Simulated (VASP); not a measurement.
Input of a VASP 6.6.1 run:

The input INCAR:

```
SYSTEM = SiC
  ALGO = Normal
  EDIFF = 1E-7
  ENCUT = 520
  GGA = PE
  ISIF = 2
  ISMEAR = 0
  LASPH = .True.
  LCHARG = .True.
  LELF = .True.
  LREAL = .False.
  LVHAR = .True.
  LWAVE = .False.
  NBANDS = 11
  NELM = 80
  PREC = Accurate
  SIGMA = 0.05
```

The input KPOINTS:

```
k-points
0
Gamma
  12 12 12
  0 0 0
```

Contents of POSCAR:

```
SiC
1.0
    0.0000000000      2.2309676046      2.2309676046
    2.2309676046      0.0000000000      2.2309676046
    2.1164446009      2.1164446009      0.1145230037
Si C
1 1
Direct
    0.0000000000      0.0000000000      0.0000000000
    0.7500000000      0.7500000000      0.7500000000
```

Potentials or basis: VASP PAW PBE potentials, release 64 (Si, C).

The run is started by

```console
$ cat potpaw_PBE.64/Si/POTCAR potpaw_PBE.64/C/POTCAR > POTCAR
$ mpirun -np 1 vasp_std > vasp.out
```

**Question.** Estimate the largest force.

**Answer.** 1.185 eV/Å.

**Question.** Predict the pressure.

**Answer.** 7.5 GPa.

Forces on the atoms (eV/Å):
```
Si  -0.684 -0.684  0.684
C    0.684  0.684 -0.684
```

Caveat: forces of over 1 eV/Å act on the atoms, so gaps and moduli don't describe the material at rest.
